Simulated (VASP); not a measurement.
Runs of VASP 6.6.1 on SnSe. The structure is that of space group Pm-3m (No. 221), or close to it. The cells are those of the table. 

```csv
task,cell,k mesh,cutoff (eV),gap on the mesh (eV),pressure (GPa),relaxed volume (Å³/atom)
single point,"a = 3.663 Å, 2 atoms",12 × 12 × 12,520,none,0.1,-
single point,"a = 3.588 Å, 2 atoms",12 × 12 × 12,520,none,3.9,-
relaxation of cell and atoms,"relaxed from a = 3.669 Å, 2 atoms",12 × 12 × 12,600,none,0.0,24.60
relaxation of cell and atoms,"relaxed from a = 3.182 Å, 2 atoms",6 × 6 × 6,600,none,0.1,24.60
single point,"a = 3.669 Å, 2 atoms",6 × 6 × 6,520,none,(a),-
```

Alike in all rows: level r2SCAN; potentials or basis VASP PAW PBE potentials, release 64 (Sn_d, Se); no spin polarisation; smearing gaussian 0.1 eV.

**Question.** Fill in the values left out.

**Answer.** (a) -0.2.

Caveats: the PAW data sets were made with another functional, which shifts forces and pressure a little; spin-orbit coupling is left out, which moves the levels of the heavy elements; the volume moved by over 15 % at a fixed basis, so the end points are rough (some runs).

A k mesh can miss the band edges, and the runs leave out spin-orbit coupling on Se, Sn.

A gap of «none» marks levels without a gap at the run's occupations.
